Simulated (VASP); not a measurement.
Here is a VASP 6.6.1 calculation.

INCAR

```
SYSTEM = TeF
PREC     = Accurate       ! precision mode
ENCUT    = 520            ! plane-wave cutoff, eV
EDIFF    = 1E-6           ! SCF threshold, eV
ISMEAR   = 0              ! smearing method
SIGMA    = 0.1            ! smearing width, eV
LREAL    = .False.        ! projectors in reciprocal space
LASPH    = .True.         ! aspherical terms in the spheres
NELM     = 100            ! most SCF steps
ALGO     = Normal         ! electronic algorithm
ISIF     = 2              ! what is computed and relaxed
LWAVE    = .False.        ! write WAVECAR
LCHARG   = .True.         ! write CHGCAR
GGA      = PE             ! functional
LELF     = .True.         ! ELF
LVHAR    = .True.       
NBANDS   = 21             ! bands
```

Contents of KPOINTS:

```
regular mesh
0
Gamma
  12 12 12
  0 0 0
```

The input POSCAR:

```
TeF
1.0
    0.0000000000      3.3421990694      3.3421990694
    3.3421990694      0.0000000000      3.3421990694
    3.3421990694      3.3421990694      0.0000000000
Te F
2 2
Direct
    0.2500000000      0.2500000000      0.2500000000
    0.0000000000      0.0000000000      0.0000000000
    0.7500000000      0.7500000000      0.7500000000
    0.5000000000      0.5000000000      0.5000000000
```

Potentials or basis: VASP PAW PBE potentials, release 64 (Te, F).

Command:

```console
$ cat potpaw_PBE.64/Te/POTCAR potpaw_PBE.64/F/POTCAR > POTCAR
$ mpirun -np 1 vasp_std > vasp.out
```

Estimate the pressure.

-0.3 GPa.

Predict the band gap on the k mesh.

zero (bands 13 and 14 overlap by 1.04 eV).

Caveat: spin-orbit coupling is left out, which moves the levels of the heavy elements.
